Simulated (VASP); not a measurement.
A run of VASP 6.6.1 is set up as follows.

POSCAR

```
BiTe
1.0
    2.3184650148      1.3385664004      3.7790959076
   -2.3184650148      1.3385664004      3.7790959076
    0.0000000000     -2.6771328009      3.7790959076
Bi Te
1 1
Direct
    0.5000000000      0.5000000000      0.5000000000
    0.0000000000      0.0000000000      0.0000000000
```

The input INCAR.step1:

```
PREC = Accurate
ENCUT = 520
ISMEAR = 0
SIGMA = 0.1
LREAL = F
LASPH = T
NELM = 100
NBANDS = 18
GGA = PE
ALGO = Normal
EDIFF = 1E-4
LWAVE = T
LCHARG = F
```

Contents of INCAR.step2:

```
PREC = Accurate
ENCUT = 520
EDIFF = 1E-7
ISMEAR = 0
SIGMA = 0.1
LREAL = F
LASPH = T
NELM = 100
ALGO = Normal
ISIF = 2
LWAVE = F
LCHARG = F
METAGGA = R2SCAN
LMIXTAU = T
NBANDS = 18
ISTART = 1
```

KPOINTS

```
Automatic mesh
0
Gamma
  12 12 12
```

Potentials or basis: VASP PAW PBE potentials, release 64 (Bi_d, Te).

Launch:

```bash
$ cat potpaw_PBE.64/Bi_d/POTCAR potpaw_PBE.64/Te/POTCAR > POTCAR
$ cp INCAR.step1 INCAR
$ mpirun -np 1 vasp_std > vasp.out
$ cp INCAR.step2 INCAR
$ mpirun -np 1 vasp_std > vasp.out
```

Task: Predict the pressure.

Result: -1.9 GPa.

Caveat: the PAW data sets were made with another functional, which shifts forces and pressure a little.
